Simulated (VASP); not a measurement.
# ZnS (R3m) in VASP: notebook, part 2 of 2

VASP 6.6.1. Earlier steps stand in the parts before.

**3. Single point, PBE+D3(BJ)**

This run uses another cell than the first one, of 19.41 Å³/atom.

The input, INCAR:

```
SYSTEM = ZnS
PREC = Accurate
ENCUT = 520
EDIFF = 1E-7
ISMEAR = 0
SIGMA = 0.01
LREAL = .False.
LASPH = .True.
NELM = 80
ALGO = Normal
ISIF = 2
LWAVE = .False.
LCHARG = .False.
GGA = PE
IVDW = 12
NBANDS = 16
ISYM = 0
```

The input, KPOINTS:

```
Automatic mesh
0
Gamma
  6 6 6
  0.5 0.5 0.5
```

The input, POSCAR:

```
ZnS
1.0
   -0.0011912105      2.6869433488      2.6869433488
    2.6869433488     -0.0011912105      2.6869433488
    2.6869433488      2.6869433488     -0.0011912105
Zn S
1 1
Direct
    0.2500280253      0.2500280253      0.2500280253
   -0.0000280253     -0.0000280253     -0.0000280253
```

Potentials or basis: VASP PAW PBE potentials, release 64 (Zn, S).

Started as:

```sh
$ cat potpaw_PBE.64/Zn/POTCAR potpaw_PBE.64/S/POTCAR > POTCAR
$ mpirun -np 1 vasp_std > vasp.out
```

OUTCAR:

```text
SYSTEM = ZnS
   PREC = Accurate
   ENCUT = 520
   EDIFF = 1E-7
   ISMEAR = 0
   LREAL = .False.
   LASPH = .True.
   NELM = 80
   ISIF = 2
   GGA = PE
   IVDW = 12
   ISYM = 0
 IVDW          = 12

 ion  position               nearest neighbor table
   1  0.250  0.250  0.250-   2 2.33   2 2.33   2 2.33   2 2.33
   2  1.000  1.000  1.000-   1 2.33   1 2.33   1 2.33   1 2.33

IMPORTANT INFORMATION: All symmetrisations will be switched off!
NOSYMM: (Re-)initialisation of all symmetry stuff for point group C_1.

----------------------------------------------------------------------------------------

                                     Primitive cell

  volume of cell :      38.8235

  direct lattice vectors                    reciprocal lattice vectors
    -0.001191211  2.686943349  2.686943349    -0.185961354  0.186043833  0.186043833
     2.686943349 -0.001191211  2.686943349     0.186043833 -0.185961354  0.186043833
     2.686943349  2.686943349 -0.001191211     0.186043833  0.186043833 -0.185961354

  length of vectors
     3.799911912  3.799911912  3.799911912     0.322189759  0.322189759  0.322189759

  position of ions in fractional coordinates (direct lattice)
     0.250028025  0.250028025  0.250028025
     0.999971975  0.999971975  0.999971975

  ion indices of the primitive-cell ions
   primitive index   ion index
[... 127 lines left out ...]
 Fermi energy:         2.2311010805

 k-point     1 :       0.0833    0.0833    0.0833
  band No.  band energies     occupation
      1     -10.9414      2.00000
      2      -4.1471      2.00000
      3      -4.1358      2.00000
      4      -4.1358      2.00000
      5      -3.6294      2.00000
      6      -3.6294      2.00000
[... 433 lines left out ...]
      3      -3.9755      2.00000
      4      -3.9280      2.00000
      5      -3.6330      2.00000
      6      -3.5800      2.00000
[... 8 lines left out ...]
     15      15.6392      0.00000
     16      17.1839      0.00000

 [... further k-points ...]

------------------------ aborting loop because EDIFF is reached ----------------------------------------

 Edisp (eV)   -0.62741

 E8    (eV) :    -0.2469

  FORCE on cell =-STRESS in cart. coord.  units (eV):
  Direction    XX          YY          ZZ          XY          YZ          ZX
  --------------------------------------------------------------------------------------
  -------------------------------------------------------------------------------------
  Total       0.04834     0.04834     0.04834     0.00014     0.00014     0.00014
  in kB       1.99496     1.99499     1.99495     0.00571     0.00583     0.00587
  external pressure =        1.99 kB  Pullay stress =        0.00 kB

 VOLUME and BASIS-vectors are now :
 -----------------------------------------------------------------------------
  energy-cutoff  :      520.00
  volume of cell :       38.82
      direct lattice vectors                 reciprocal lattice vectors
    -0.001191211  2.686943349  2.686943349    -0.185961354  0.186043833  0.186043833
     2.686943349 -0.001191211  2.686943349     0.186043833 -0.185961354  0.186043833
     2.686943349  2.686943349 -0.001191211     0.186043833  0.186043833 -0.185961354

 POSITION                                       TOTAL-FORCE (eV/Angst)
 -----------------------------------------------------------------------------------
      1.34332      1.34332      1.34332        -0.000232     -0.000232     -0.000233
      5.37254      5.37254      5.37254         0.000232      0.000232      0.000233
 -----------------------------------------------------------------------------------
    total drift:                               -0.000010     -0.000008     -0.000010

  FREE ENERGIE OF THE ION-ELECTRON SYSTEM (eV)
  ---------------------------------------------------
  free  energy   TOTEN  =        -7.4652774627 eV

  energy  without entropy=       -7.4652774627  energy(sigma->0) =       -7.46527746
```

OSZICAR:

```text
N       E                     dE             d eps       ncg     rms          rms(c)
DAV:   1     0.825947049060E+02    0.82595E+02   -0.84855E+03  3456   0.133E+03
DAV:   2    -0.210211473485E+01   -0.84697E+02   -0.79244E+02  4000   0.259E+02
DAV:   3    -0.721743152045E+01   -0.51153E+01   -0.50924E+01  4408   0.600E+01
DAV:   4    -0.726531917668E+01   -0.47888E-01   -0.47878E-01  4232   0.609E+00
DAV:   5    -0.726581367161E+01   -0.49449E-03   -0.49449E-03  4448   0.589E-01    0.708E+00
DAV:   6    -0.685888846746E+01    0.40693E+00   -0.73446E-01  5096   0.303E+01    0.551E+00
DAV:   7    -0.683822046048E+01    0.20668E-01   -0.25882E-01  4184   0.461E+00    0.280E+00
DAV:   8    -0.683748771764E+01    0.73274E-03   -0.52272E-03  4432   0.909E-01    0.746E-01
DAV:   9    -0.683770995843E+01   -0.22224E-03   -0.12940E-03  4344   0.283E-01    0.939E-02
DAV:  10    -0.683787459017E+01   -0.16463E-03   -0.21910E-04  4408   0.115E-01    0.399E-02
DAV:  11    -0.683786775447E+01    0.68357E-05   -0.28418E-05  4112   0.508E-02    0.760E-03
DAV:  12    -0.683786812023E+01   -0.36576E-06   -0.29703E-06  4728   0.159E-02    0.352E-03
DAV:  13    -0.683786842670E+01   -0.30647E-06   -0.64091E-07  4280   0.531E-03    0.245E-03
DAV:  14    -0.683786838867E+01    0.38031E-07   -0.19855E-08  3896   0.193E-03
   1 F= -.74652775E+01 E0= -.74652775E+01  d E =-.215532E-12
```

Run time: 32 s. Hardware: 1 thread of AMD EPYC 9R45 (Zen 5), shared host; peak memory 0.18 GiB.

What came out:

| Quantity | Value |
| --- | --- |
| Free energy | -7.4653 eV |
| Pressure | 0.2 GPa |
| Band gap on the k mesh | 2.72 eV |
| Dispersion energy per atom | -0.314 eV |

Levels at points of the mesh, in eV from the valence-band top:
| k point | band 5 | band 6 | band 7 | band 8 | band 9 | band 10 | band 11 | band 12 | band 13 | band 14 |
| --- | --- | --- | --- | --- | --- | --- | --- | --- | --- | --- |
| (0.08, 0.08, 0.08) | -5.82 | -5.82 | -0.52 | 0.00 | 0.00 | 2.72 | 6.39 | 6.58 | 6.58 | 11.51 |

Caveat: a shifted mesh leaves out Γ, where band edges can lie.
